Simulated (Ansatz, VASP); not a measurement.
**Two plane-wave programs on GaSb**

File INCAR:

```
SYSTEM = GaSb
PREC = Accurate
ENCUT = 520
EDIFF = 1E-6
ISMEAR = 0
SIGMA = 0.15
LREAL = .FALSE.
LASPH = .TRUE.
NELM = 100
ALGO = Normal
ISIF = 2
LWAVE = .FALSE.
LCHARG = .FALSE.
GGA = CA
NBANDS = 16
```

KPOINTS

```
regular mesh
0
G
  18 18 18
  0 0 0
```

Contents of POSCAR:

```
GaSb
1.0
   -1.7195799960      2.5232583787      2.8239585975
    1.7195799960     -2.5232583787      2.8239585975
    1.7195799960      2.5232583787     -2.8239585975
Ga Sb
1 1
Direct
    0.0000000000      0.0000000000      0.0000000000
    0.5000000000      0.5000000000      0.0000000000
```

Input for Ansatz:

```yaml
crystal:
  lattice:
    - [-1.719579996, 2.5232583787, 2.8239585975]
    - [1.719579996, -2.5232583787, 2.8239585975]
    - [1.719579996, 2.5232583787, -2.8239585975]
  atoms:
    - { symbol: Ga, position: [0.0, 0.0, 0.0] }
    - { symbol: Sb, position: [0.5, 0.5, 0.0] }
basis:
  ecutwfc: 420
kpoints:
  mp_grid: { grid: [18, 18, 18] }
hamiltonian:
  xc: lda
  pseudopotentials: { kind: paw, azcp: { folder: soft_1 } }
scf:
  occupations: { method: gaussian, width: 0.15 }
output:
  forces: true
  stress: true
  eigenvalues: true
  write_density: true
  write_potential: true
  elf: true
  volumetric_format: npy
```

Change from the starting cell: volume 24.506 Å^3 an atom, stretch along a over the lengths across it, relative to the relaxed cell 1.0835.

Alike in both runs: task single point; functional LDA; k mesh 18 × 18 × 18; occupations gaussian, width 0.15 eV; no spin polarisation.

```csv
,VASP,Ansatz
version,VASP 6.6.1,Ansatz 0.2.0
potentials or method,"VASP PAW LDA potentials, release 64 (Ga_d, Sb), cutoff 520 eV","scalar-relativistic, plane waves, PAW"
valence electrons in the cell,18,28
```

```csv
,VASP,Ansatz,Ansatz less VASP
gap on the k mesh at the Fermi level (eV),none,none,-
pressure (GPa),-4.9,-5.0,-0.05
"traceless stress, the component that is largest in VASP (GPa)",2.34,2.31,-0.032
```

Ansatz warns that its potentials were made for another functional, while VASP's fit it. LDA's correlation is that of Perdew and Zunger in VASP and of Perdew and Wang (1992) in Ansatz. A gap of «none» marks a metal or a gap that the smearing closes. VASP's potentials hold 18 valence electrons a cell and Ansatz's 28, so a difference there can come from the potentials and not from the codes.

Neither program's run includes spin-orbit coupling.
